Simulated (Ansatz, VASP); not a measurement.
**One calculation of Sr, two programs**

File INCAR:

```
ALGO = Normal ; EDIFF = 1E-6
ENCUT = 520 ; GGA = PS
ISIF = 2 ; ISMEAR = 0
LASPH = T ; LCHARG = F
LREAL = F ; LWAVE = F
NBANDS = 11 ; NELM = 80
PREC = Accurate ; SIGMA = 0.1
```

Contents of KPOINTS:

```
k-points
0
Gamma
  6 6 6
```

Contents of POSCAR:

```
Sr
1.0
    4.1555776753      0.0000000000      0.0000000000
   -2.0777888376      3.5988358342      0.0000000000
    0.0000000000      0.0000000000      3.8828678903
Sr
1
Direct
    0.0000000000      0.0000000000      0.0000000000
```

Input for Ansatz:

```yaml
crystal:
  lattice:
    - [4.1555776753, 0.0, 0.0]
    - [-2.0777888376, 3.5988358342, 0.0]
    - [0.0, 0.0, 3.8828678903]
  atoms:
    - { symbol: Sr, position: [0.0, 0.0, 0.0] }
basis:
  ecutwfc: 420
kpoints:
  mp_grid: { grid: [6, 6, 6] }
hamiltonian:
  xc: pbesol
scf:
  occupations: { method: gaussian, width: 0.1 }
  lower_state_search: "off"
output:
  forces: true
  stress: true
  eigenvalues: true
```

Alike in both runs: task single point; functional PBEsol; k mesh 6 × 6 × 6; occupations gaussian, width 0.1 eV; no spin polarisation.

|  | VASP | Ansatz |
| --- | --- | --- |
| version | VASP 6.6.1 | Ansatz 0.2.0 |
| potentials or method | VASP PAW PBE potentials, release 64 (Sr_sv), cutoff 520 eV | scalar-relativistic, plane waves, PAW |
| valence electrons in the cell | 10 | 10 |

```tsv
	VASP	Ansatz	Ansatz less VASP
gap on the k mesh at the Fermi level (eV)	none	none	-
pressure (GPa)	-1.0	-1.0	0.00
traceless stress, the component that is largest in VASP (GPa)	0.53	0.53	+0.001
```

VASP's potentials were made for PBE, not for PBEsol. A gap of «none» marks a metal or a gap that the smearing closes.
